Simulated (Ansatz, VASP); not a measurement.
Al in VASP and in Ansatz

The input INCAR:

```
PREC     = Accurate       # precision mode
ENCUT    = 520            # plane-wave cutoff, eV
EDIFF    = 1E-6           # SCF threshold, eV
ISMEAR   = -1             # smearing method
SIGMA    = 0.1            # smearing width, eV
LREAL    = F              # projectors in reciprocal space
LASPH    = T              # aspherical terms in the spheres
NELM     = 60             # most SCF steps
ALGO     = Normal         # electronic algorithm
ISIF     = 2              # what is computed and relaxed
LWAVE    = F              # write WAVECAR
LCHARG   = F              # write CHGCAR
GGA      = PS             # functional
NBANDS   = 10             # bands
```

The input KPOINTS:

```
Automatic mesh
0
Gamma
  14 14 8
```

POSCAR

```
Al
1.0
    2.9674913154      0.0000000000      0.0000000000
   -1.4837456577      2.5699228647      0.0000000000
    0.0000000000      0.0000000000      4.7878707693
Al
2
Direct
    0.3333333333      0.6666666667      0.2500000000
    0.6666666667      0.3333333333      0.7500000000
```

Input for Ansatz:

```yaml
crystal:
  lattice:
    - [2.9674913154, 0.0, 0.0]
    - [-1.4837456577, 2.5699228647, 0.0]
    - [0.0, 0.0, 4.7878707693]
  atoms:
    - { symbol: Al, position: [0.3333333333, 0.6666666667, 0.25] }
    - { symbol: Al, position: [0.6666666667, 0.3333333333, 0.75] }
hamiltonian:
  xc: pbesol
  pseudopotentials:
    kind: paw
    azcp:
      Al: "pseudopotentials/Al.paw.azcp"
basis:
  ecutwfc: 420
  fft_grid_basis: typed
kpoints:
  mp_grid: { grid: [14, 14, 8], shift: [0, 0, 0] }
magnetization:
  spin_polarized: false
scf:
  occupations: { method: fermi_dirac, width: 0.1 }
  lower_state_search: "off"
output:
  stress: true
```

Alike in both runs: task single point; functional PBEsol; k mesh 14 × 14 × 8; occupations fermi-dirac, width 0.1 eV; no spin polarisation.

|  | VASP | Ansatz |
| --- | --- | --- |
| version | VASP 6.6.1 | Ansatz 0.2.0 |
| potentials or method | VASP PAW PBE potentials, release 64 (Al), cutoff 520 eV | plane waves (420 eV) with PAW, scalar-relativistic |
| valence electrons in the cell | 6 | 6 |

|  | VASP | Ansatz | Ansatz less VASP |
| --- | --- | --- | --- |
| pressure (GPa) | -6.9 | -6.9 | -0.03 |
| traceless stress, the component that is largest in VASP (GPa) | 0.80 | 0.79 | -0.004 |

VASP's potentials were made for PBE, not for PBEsol, and Ansatz warns of the same on its side. With one functional, cell and mesh, what is left measures potentials, basis and numerics.
